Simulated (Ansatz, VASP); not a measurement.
Mg: VASP beside Ansatz

INCAR

```
SYSTEM = Mg
PREC = Accurate
ENCUT = 520
EDIFF = 1E-6
ISMEAR = -1
SIGMA = 0.03
LREAL = .False.
LASPH = .True.
NELM = 60
ALGO = Normal
ISIF = 2
LWAVE = .False.
LCHARG = .False.
GGA = CA
NBANDS = 7
```

Contents of KPOINTS:

```
Automatic mesh
0
Gamma
  16 16 16
  0 0 0
```

POSCAR

```
Mg
1.0
    0.0000000000      2.2442560000      2.2666985600
    2.2442560000      0.0000000000      2.2666985600
    2.2442560000      2.2442560000      0.0000000000
Mg
1
Direct
    0.0000000000      0.0000000000      0.0000000000
```

Input for Ansatz:

```yaml
crystal:
  lattice:
    - [0.0, 2.244256, 2.26669856]
    - [2.244256, 0.0, 2.26669856]
    - [2.244256, 2.244256, 0.0]
  atoms:
    - { symbol: Mg, position: [0.0, 0.0, 0.0] }
kpoints:
  mp_grid: { grid: [16, 16, 16] }
  band_path:
    path:
      - [0.0, 0.0, 0.0]
      - [0.0, 0.5, 0.5]
      - [0.25, 0.75, 0.5]
      - [0.0, 0.5, 0.0]
      - [0.0, 0.0, 0.0]
      - [0.5, 0.5, 0.0]
      - [0.3725370062, 0.6274629938, 0.0]
      - [-0.3725370062, 0.3725370062, 0.0]
      - [0.0, 0.0, 0.0]
    npoints: 5
scf:
  occupations: { method: fermi_dirac, width: 0.03 }
hamiltonian:
  xc: lda
  pseudopotentials: { kind: all_electron, lapw: { basis_error: 0.001 } }
output:
  forces: true
  stress: true
  eigenvalues: true
```

Change from the starting cell: zz strain of +1 %.

Alike in both runs: task single point; functional LDA; k mesh 16 × 16 × 16; occupations fermi-dirac, width 0.03 eV; no spin polarisation.

```csv
,VASP,Ansatz
version,VASP 6.6.1,Ansatz 0.2.0
potentials or method,"VASP PAW LDA potentials, release 64 (Mg), cutoff 520 eV","all-electron LAPW, scalar-relativistic"
```

Ansatz gave:

- pressure (GPa): -1.6
- traceless stress, the component that is largest in VASP (GPa): 0.09

Which values does VASP return?

Pressure (GPa): -2.0; traceless stress, the component that is largest in VASP (GPa): 0.09.

LDA's correlation is that of Perdew and Zunger in VASP and of Perdew and Wang (1992) in Ansatz. Ansatz ran all-electron here, and VASP with PAW potentials.
